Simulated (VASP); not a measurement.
# CuO in VASP: notebook

The runs below take CuO through relaxation of cell and atoms, single point, with PBEsol, LDA, PBE.

All numbers are computed with VASP 6.6.1; they aren't measurements. Logs are shortened: lines on timing, memory, paths and dates and some standing lists are left out, and cuts for length are marked.

### 1 The cell of the first run

It takes space group F-43m (No. 216, cubic). The conventional cell has a = 4.655 Å, b = 4.655 Å, c = 4.655 Å, α = 90.00°, β = 90.00°, γ = 90.00°. Cu (site symmetry -43m) has 4 O at 2.02 Å within 2.7 Å. O (site symmetry -43m) has 4 Cu at 2.02 Å within 2.7 Å.

### 2 Relaxation of cell and atoms, PBEsol

File INCAR:

```
ALGO = Normal
EDIFF = 1E-6
EDIFFG = -0.005
ENCUT = 600
GGA = PS
IBRION = 2
ISIF = 3
ISMEAR = -1
LASPH = T
LCHARG = F
LREAL = F
LWAVE = F
NELM = 80
NSW = 80
PREC = Accurate
SIGMA = 0.05
```

File KPOINTS:

```
k-points
0
Gamma
  8 8 8
```

File POSCAR:

```
CuO
1.0
    0.0000000000      2.3272527300      2.3272527300
    2.3272527300      0.0000000000      2.3272527300
    2.3272527300      2.3272527300      0.0000000000
Cu O
1 1
Direct
    0.0000000000      0.0000000000      0.0000000000
    0.2500000000      0.2500000000      0.2500000000
```

Potentials or basis: VASP PAW PBE potentials, release 64 (Cu, O).

Started as:

```bash
cat potpaw_PBE.64/Cu/POTCAR potpaw_PBE.64/O/POTCAR > POTCAR
mpirun -np 1 vasp_std > vasp.out
```

OUTCAR:

```text
EDIFF = 1E-6
   EDIFFG = -0.005
   ENCUT = 600
   GGA = PS
   IBRION = 2
   ISIF = 3
   ISMEAR = -1
   LASPH = T
   LREAL = F
   NELM = 80
   NSW = 80
   PREC = Accurate

 ion  position               nearest neighbor table
   1  0.000  0.000  0.000-   2 2.02   2 2.02   2 2.02   2 2.02
   2  0.250  0.250  0.250-   1 2.02   1 2.02   1 2.02   1 2.02

  LATTYP: Found a face centered cubic cell.
 ALAT       =     4.6545054600

  Lattice vectors:

 A1 = (   0.0000000000,   2.3272527300,   2.3272527300)
 A2 = (   2.3272527300,   0.0000000000,   2.3272527300)
 A3 = (   2.3272527300,   2.3272527300,   0.0000000000)

Analysis of symmetry for initial positions (statically):
=====================================================================
 Subroutine PRICEL returns:
 Original cell was already a primitive cell.

 Routine SETGRP: Setting up the symmetry group for a
 face centered cubic supercell.

 Subroutine GETGRP returns: Found 24 space group operations
 (whereof 24 operations were pure point group operations)
 out of a pool of 48 trial point group operations.

The static configuration has the point symmetry T_d .

Analysis of symmetry for dynamics (positions and initial velocities):
=====================================================================
 Subroutine PRICEL returns:
 Original cell was already a primitive cell.

 Routine SETGRP: Setting up the symmetry group for a
 face centered cubic supercell.

 Subroutine GETGRP returns: Found 24 space group operations
 (whereof 24 operations were pure point group operations)
 out of a pool of 48 trial point group operations.

The dynamic configuration has the point symmetry T_d .

 Subroutine INISYM returns: Found 24 space group operations
 (whereof 24 operations are pure point group operations),
 and found     1 'primitive' translations

----------------------------------------------------------------------------------------

                                     Primitive cell

  volume of cell :      25.2093

  direct lattice vectors                    reciprocal lattice vectors
     0.000000000  2.327252730  2.327252730    -0.214845596  0.214845596  0.214845596
     2.327252730  0.000000000  2.327252730     0.214845596 -0.214845596  0.214845596
     2.327252730  2.327252730  0.000000000     0.214845596  0.214845596 -0.214845596

  length of vectors
     3.291232374  3.291232374  3.291232374     0.372123488  0.372123488  0.372123488

  position of ions in fractional coordinates (direct lattice)
     0.000000000  0.000000000  0.000000000
     0.250000000  0.250000000  0.250000000

  ion indices of the primitive-cell ions
   primitive index   ion index
                 1           1
                 2           2

----------------------------------------------------------------------------------------

 KPOINTS: k-points

Automatic generation of k-mesh.
 Grid dimensions read from file:
 generate k-points for:    8    8    8

 Generating k-lattice:

  Cartesian coordinates                     Fractional coordinates (reciprocal lattice)
    -0.026855700  0.026855700  0.026855700     0.125000000  0.000000000  0.000000000
     0.026855700 -0.026855700  0.026855700     0.000000000  0.125000000  0.000000000
     0.026855700  0.026855700 -0.026855700     0.000000000  0.000000000  0.125000000

  Length of vectors
     0.046515436  0.046515436  0.046515436

  Shift w.r.t. Gamma in fractional coordinates (k-lattice)
     0.000000000  0.000000000  0.000000000

 Subroutine IBZKPT returns following result:
 ===========================================

 Found     29 irreducible k-points:

 Following reciprocal coordinates:
            Coordinates               Weight
  0.000000  0.000000  0.000000      1.000000
  0.125000  0.000000  0.000000      8.000000
  0.250000  0.000000  0.000000      8.000000
  0.375000  0.000000  0.000000      8.000000
  0.500000  0.000000  0.000000      4.000000
  0.125000  0.125000  0.000000      6.000000
[... 16 lines left out ...]
  0.500000  0.250000  0.125000     48.000000
 -0.375000  0.250000  0.125000     24.000000
 [... further k-points ...]
   k-points           NKPTS =     29   k-points in BZ     NKDIM =     29   number of bands    NBANDS=     12
   number of dos      NEDOS =    301   number of ions     NIONS =      2
   total plane-waves  NPLWV =  21952
   dimension x,y,z NGX =    28 NGY =   28 NGZ =   28
   dimension x,y,z NGXF=    56 NGYF=   56 NGZF=   56
   ions per type =               1   1
   NGX,Y,Z   is equivalent  to a cutoff of  14.14, 14.14, 14.14 a.u.
   NGXF,Y,Z  is equivalent  to a cutoff of  28.29, 28.29, 28.29 a.u.
 SYSTEM =  unknown system
   PREC   = accura    normal or accurate (medium, high low for compatibility)
   ISTART =      0    job   : 0-new  1-cont  2-samecut
   ICHARG =      2    charge: 1-file 2-atom 10-const
   ISPIN  =      1    spin polarized calculation?
   LNONCOLLINEAR =      F non collinear calculations
   LSORBIT =      F    spin-orbit coupling
   LASPH  =      T    aspherical Exc in radial PAW
   ENCUT  =  600.0 eV  44.10 Ry    6.64 a.u.   6.57  6.57  6.57*2*pi/ulx,y,z
   NELM   =     80;   NELMIN=  2; NELMDL= -5     # of ELM steps
   EDIFF  = 0.1E-05   stopping-criterion for ELM
   LREAL  =      F    real-space projection
   EDIFFG = -.5E-02   stopping-criterion for IOM
   NSW    =     80    number of steps for IOM
   IBRION =      2    ionic relax: 0-MD 1-quasi-New 2-CG
   NFREE  =      1    steps in history (QN), initial steepest desc. (CG)
   ISIF   =      3    stress and relaxation
   ISYM   =      2    0-nonsym 1-usesym 2-fastsym
   POTIM  = 0.5000    time-step for ionic-motion
   TEBEG  =    0.0;   TEEND  =   0.0 temperature during run
   PSTRESS=    0.0 pullay stress
   NELECT =      17.0000    total number of electrons
   NUPDOWN=      -1.0000    fix difference up-down
   EMIN   =  10.00;   EMAX   =-10.00  energy-range for DOS
   EFERMI =   0.00;   METHOD = LEGACY
   ISMEAR =    -1;   SIGMA  =   0.05  broadening in eV -4-tet -1-fermi 0-gaus
   EFERMI_NEDOS =   21; number of points for ismear=-14 and -15
   IALGO  =     38    algorithm
   IMIX   =      4    mixing-type and parameters
     AMIX     =   0.40;   BMIX     =  1.00
     AMIX_MAG =   1.60;   BMIX_MAG =  1.00
  volume/ion in A,a.u.               =      12.60        85.06
  Fermi-wavevector in a.u.,A,eV,Ry     =   1.435614  2.712916 28.041426  2.060987
  Thomas-Fermi vector in A             =   2.554893
   LORBIT       =      0    0 simple, 1 ext, 2 COOP (PROOUT), +10 PAW based schemes
   GGA     = PS    functional components
   LHFCALC =     F    Hartree Fock is set to
   AEXX    =    0.0000 exact exchange contribution
   IVDW    =     0    specifies the selected vdW correction
   LEPSILON=     F    determine dielectric tensor
   LRPA    =     F    only Hartree local field effects (RPA)
 conjugate gradient relaxation of ions
 non-spin polarized calculation
  energy-cutoff  :      600.00
  volume of cell :       25.21
 maximum number of plane-waves:       869
 NGX is ok and might be reduce to    28
   NGX = 13   NGY = 13   NGZ = 13

--------------------------------------- Ionic step        1  -------------------------------------------

 number of electron      16.9999993 magnetization

 Free energy of the ion-electron system (eV)
  ---------------------------------------------------
  ext. energy  EPLUGINS =         0.00000000
  ---------------------------------------------------
  free energy    TOTEN  =       -10.26641172 eV

  energy without entropy =      -10.24542023  energy(sigma->0) =      -10.25591597

 E-fermi :   2.9079     XC(G=0): -10.8538

 val. band max:        2.8993305911   @ k =   0.5000   0.0000   0.0000
 cond. band min:       2.9447450644   @ k =  -0.3750   0.1250   0.0000
 fundamental gap:      0.0454144733
 Fermi energy:         2.9079257892

 k-point     1 :       0.0000    0.0000    0.0000
  band No.  band energies     occupation
      1     -15.2914      2.00000
      2      -1.4771      2.00000
      3      -1.4771      2.00000
      4      -1.4771      2.00000
      5       1.0747      2.00000
      6       1.0747      2.00000
      7       3.6257      0.00000
      8       3.6257      0.00000
      9       3.6257      0.00000
     10       3.6985      0.00000
     11      16.6320      0.00000
     12      16.6320      0.00000

 k-point     2 :       0.1250    0.0000    0.0000
  band No.  band energies     occupation
      1     -15.2136      2.00000
      2      -1.7019      2.00000
      3      -1.4351      2.00000
      4      -1.4351      2.00000
      5       1.0623      2.00000
      6       1.0623      2.00000
      7       2.9692      0.45385
      8       3.5360      0.00001
      9       3.5360      0.00001
     10       4.6550      0.00000
     11      15.3458      0.00000
     12      16.7384      0.00000
[... 388 lines left out ...]
 POSITION                                       TOTAL-FORCE (eV/Angst)
 -----------------------------------------------------------------------------------
      4.38424      4.38424      4.38424         0.000000      0.000000      0.000000
      1.09606      1.09606      1.09606        -0.000000     -0.000000     -0.000000
 -----------------------------------------------------------------------------------
    total drift:                               -0.000000     -0.000000     -0.000000

  FREE ENERGIE OF THE ION-ELECTRON SYSTEM (eV)
  ---------------------------------------------------
  free  energy   TOTEN  =       -10.4096361934 eV

  energy  without entropy=      -10.3940551415  energy(sigma->0) =      -10.40184567

--------------------------------------- Ionic step        3  -------------------------------------------

 number of electron      16.9999996 magnetization

 Free energy of the ion-electron system (eV)
  ---------------------------------------------------
  ext. energy  EPLUGINS =         0.00000000
  ---------------------------------------------------
  free energy    TOTEN  =       -10.43540516 eV

  energy without entropy =      -10.41860335  energy(sigma->0) =      -10.42700426

 E-fermi :   4.3942     XC(G=0): -11.5727

 val. band max:        4.3674420650   @ k =   0.5000   0.0000   0.0000
 cond. band min:       4.4312212113   @ k =  -0.3750   0.1250   0.0000
 fundamental gap:      0.0637791463
 Fermi energy:         4.3942140537

 k-point     1 :       0.0000    0.0000    0.0000
  band No.  band energies     occupation
      1     -14.7931      2.00000
      2      -0.8327      2.00000
      3      -0.8327      2.00000
      4      -0.8327      2.00000
      5       2.2344      2.00000
      6       2.2344      2.00000
      7       5.2458      0.00000
      8       5.2458      0.00000
      9       5.2458      0.00000
     10       5.3367      0.00000
     11      18.9181      0.00000
     12      18.9181      0.00000

 k-point     2 :       0.1250    0.0000    0.0000
  band No.  band energies     occupation
      1     -14.6904      2.00000
      2      -1.0856      2.00000
      3      -0.7823      2.00000
      4      -0.7823      2.00000
      5       2.2176      2.00000
      6       2.2176      2.00000
      7       4.5498      0.08531
      8       5.1400      0.00000
      9       5.1400      0.00000
     10       6.3274      0.00000
     11      17.5469      0.00000
     12      19.0558      0.00000
[... 352 lines left out ...]
 POSITION                                       TOTAL-FORCE (eV/Angst)
 -----------------------------------------------------------------------------------
      0.00000      0.00000      0.00000         0.000000     -0.000000     -0.000000
      1.11356      1.11356      1.11356        -0.000000      0.000000      0.000000
 -----------------------------------------------------------------------------------
    total drift:                                0.000000      0.000000      0.000000

  FREE ENERGIE OF THE ION-ELECTRON SYSTEM (eV)
  ---------------------------------------------------
  free  energy   TOTEN  =       -10.4354051624 eV

  energy  without entropy=      -10.4186033534  energy(sigma->0) =      -10.42700426

 reached required accuracy - stopping structural energy minimisation
```

Run time: 27 s. Hardware: 1 thread of Intel Xeon Platinum 8488C (Sapphire Rapids), shared host; peak memory 0.17 GiB.

What came out:

| Property | Result |
| --- | --- |
| Free energy | -10.4354 eV |
| Relaxed volume | 11.05 Å³/atom |
| Relaxed cell | a = 3.150 Å, b = 3.150 Å, c = 3.150 Å, α = 60.00°, β = 60.00°, γ = 60.00° |
| Space group after relaxing (to 0.05 Å) | F-43m (No. 216) |
| Energy gained by relaxing | 84.5 meV/atom |
| Ionic steps | 3 |
| Pressure after relaxing | 0.0 GPa |

The path:
| step | energy change (eV) | largest force (eV/Å) | pressure (GPa) | volume (Å³) |
| --- | --- | --- | --- | --- |
| 1 | 0.0000 | 0.0000 | -15.30 | 25.21 |
| 2 | -0.1432 | 0.0000 | 8.48 | 21.07 |
| 3 | -0.1690 | 0.0000 | -0.01 | 22.09 |

Final structure:
```
Cu O
1.0
     0.00000    2.22712    2.22712
     2.22712    0.00000    2.22712
     2.22712    2.22712    0.00000
Cu O
1 1
Cartesian
  0.0000 0.0000 0.0000
  1.1136 1.1136 1.1136
```

Caveat: the PAW data sets were made with another functional, which shifts forces and pressure a little; an odd number of electrons without spin polarisation forces a metal; a magnetic or distorted state may lie lower; semilocal functionals often make such compounds metallic where correlation or magnetic order opens a gap, which also shifts bond lengths.

### 3 Relaxation of cell and atoms, LDA

File INCAR:

```
SYSTEM = CuO
ALGO = Normal ; EDIFF = 1E-6
EDIFFG = -0.005 ; ENCUT = 600
GGA = CA ; IBRION = 2
ISIF = 3 ; ISMEAR = -1
LASPH = .True. ; LCHARG = .False.
LREAL = .False. ; LWAVE = .False.
NELM = 80 ; NSW = 80
PREC = Accurate ; SIGMA = 0.05
```

File KPOINTS:

```
k-points
0
Gamma
  8 8 8
  0 0 0
```

POSCAR is that of step 2.

Potentials or basis: VASP PAW LDA potentials, release 64 (Cu, O).

Started as:

```bash
cat potpaw_LDA.64/Cu/POTCAR potpaw_LDA.64/O/POTCAR > POTCAR
mpirun -np 1 vasp_std > vasp.out
```

OUTCAR:

```text
SYSTEM = CuO
   EDIFF = 1E-6
   EDIFFG = -0.005
   ENCUT = 600
   GGA = CA
   IBRION = 2
   ISIF = 3
   ISMEAR = -1
   LASPH = .True.
   LREAL = .False.
   NELM = 80
   NSW = 80
   PREC = Accurate

 ion  position               nearest neighbor table
   1  0.000  0.000  0.000-   2 2.02   2 2.02   2 2.02   2 2.02
   2  0.250  0.250  0.250-   1 2.02   1 2.02   1 2.02   1 2.02

  LATTYP: Found a face centered cubic cell.
 ALAT       =     4.6545054600

  Lattice vectors:

 A1 = (   0.0000000000,   2.3272527300,   2.3272527300)
 A2 = (   2.3272527300,   0.0000000000,   2.3272527300)
 A3 = (   2.3272527300,   2.3272527300,   0.0000000000)

Analysis of symmetry for initial positions (statically):
=====================================================================
 Subroutine PRICEL returns:
 Original cell was already a primitive cell.

 Routine SETGRP: Setting up the symmetry group for a
 face centered cubic supercell.

 Subroutine GETGRP returns: Found 24 space group operations
[... 185 lines left out ...]
      9       3.4240      0.00000
     10       3.5628      0.00000
     11      16.3591      0.00000
     12      16.3591      0.00000
[... 596 lines left out ...]
--------------------------------------- Ionic step        8  -------------------------------------------

 number of electron      16.9999994 magnetization

 Free energy of the ion-electron system (eV)
  ---------------------------------------------------
  ext. energy  EPLUGINS =         0.00000000
  ---------------------------------------------------
  free energy    TOTEN  =       -11.36663442 eV

  energy without entropy =      -11.35103442  energy(sigma->0) =      -11.35883442

 E-fermi :   4.6940     XC(G=0): -12.0481

 val. band max:        4.6613084547   @ k =   0.5000   0.0000   0.0000
 cond. band min:       4.7316096913   @ k =  -0.3750   0.1250   0.0000
 fundamental gap:      0.0703012367
 Fermi energy:         4.6939603573

 k-point     1 :       0.0000    0.0000    0.0000
  band No.  band energies     occupation
      1     -14.5598      2.00000
      2      -0.7999      2.00000
      3      -0.7999      2.00000
      4      -0.7999      2.00000
      5       2.4079      2.00000
      6       2.4079      2.00000
      7       5.5925      0.00000
      8       5.5925      0.00000
      9       5.5925      0.00000
     10       5.7895      0.00000
     11      19.4060      0.00000
     12      19.4060      0.00000
[... 374 lines left out ...]
  FREE ENERGIE OF THE ION-ELECTRON SYSTEM (eV)
  ---------------------------------------------------
  free  energy   TOTEN  =       -11.3666344231 eV

  energy  without entropy=      -11.3510344163  energy(sigma->0) =      -11.35883442

 reached required accuracy - stopping structural energy minimisation
```

OSZICAR:

```text
N       E                     dE             d eps       ncg     rms          rms(c)
DAV:   1     0.113772786442E+03    0.11377E+03   -0.90620E+03   720   0.220E+03
DAV:   2    -0.224842288601E+01   -0.11602E+03   -0.10557E+03   716   0.344E+02
DAV:   3    -0.137407868180E+02   -0.11492E+02   -0.10668E+02   868   0.122E+02
DAV:   4    -0.140488161073E+02   -0.30803E+00   -0.30527E+00   756   0.195E+01
[... 67 lines left out ...]
       N       E                     dE             d eps       ncg     rms          rms(c)
DAV:   1    -0.113666449740E+02   -0.11596E-04   -0.18832E-04   716   0.397E-01    0.248E-02
DAV:   2    -0.113666366784E+02    0.82955E-05   -0.60470E-05   716   0.305E-01    0.853E-03
DAV:   3    -0.113666348721E+02    0.18063E-05   -0.12225E-05   788   0.151E-01    0.586E-03
DAV:   4    -0.113666344231E+02    0.44895E-06   -0.95702E-07   348   0.364E-02
   8 F= -.11366634E+02 E0= -.11358834E+02  d E =-.108256E-03
```

CONTCAR:

```text
CuO
   1.00000000000000
     0.0000000000000000    2.1984131891234719    2.1984131891234719
     2.1984131891234719   -0.0000000000000000    2.1984131891234719
     2.1984131891234719    2.1984131891234719    0.0000000000000000
  Cu              O
     1     1
Direct
     0.0000000000000000    0.0000000000000000    0.0000000000000000
     0.2500000000000000    0.2500000000000000    0.2500000000000000

  0.00000000E+00  0.00000000E+00  0.00000000E+00
  0.00000000E+00  0.00000000E+00  0.00000000E+00
```

It took 37 s on 1 thread of Intel Xeon Platinum 8488C (Sapphire Rapids), shared host; peak memory 0.15 GiB.

Results:

| Item | Value |
| --- | --- |
| Free energy | -11.3666 eV |
| Relaxed volume | 10.62 Å³/atom |
| Relaxed cell | a = 3.109 Å, b = 3.109 Å, c = 3.109 Å, α = 60.00°, β = 60.00°, γ = 60.00° |
| Space group after relaxing (to 0.05 Å) | F-43m (No. 216) |
| Energy gained by relaxing | 148.3 meV/atom |
| Ionic steps | 8 |
| Pressure after relaxing | 0.0 GPa |

Step by step:
```csv
step,energy change (eV),largest force (eV/Å),pressure (GPa),volume (Å³)
1,0.0000,0.0000,-20.41,25.21
2,-0.2323,0.0000,15.01,19.79
3,-0.2967,0.0000,-0.12,21.26
4,-0.2966,0.0000,0.52,21.19
5,-0.2967,0.0000,-0.26,21.29
6,-0.2967,0.0000,-0.10,21.26
7,-0.2967,0.0000,0.08,21.25
8,-0.2967,0.0000,0.00,21.25
```

Final structure:
```
Cu O
1.0
     0.00000    2.19841    2.19841
     2.19841    0.00000    2.19841
     2.19841    2.19841    0.00000
Cu O
1 1
Direct
  0.00000 0.00000 0.00000
  0.25000 0.25000 0.25000
```

Levels at points of the mesh, in eV from the Fermi level:
```
           k point  band 5  band 6  band 7  band 8  band 9  band 10  band 11  band 12
(0.00, 0.00, 0.00)   -2.29   -2.29    0.90    0.90    0.90     1.10    14.71    14.71
(0.50, 0.00, 0.00)   -2.16   -2.16   -2.03   -0.03   -0.03     6.39     8.15    14.30
(0.50, 0.50, 0.00)   -2.64   -2.01   -1.55   -1.31   -1.31     5.89    10.69    11.54
```

Caveat: the volume moved by over 15 % at a fixed basis, so the end points are rough; an odd number of electrons without spin polarisation forces a metal; a magnetic or distorted state may lie lower; semilocal functionals often make such compounds metallic where correlation or magnetic order opens a gap, which also shifts bond lengths.

(Continued in part 2 of 2.)
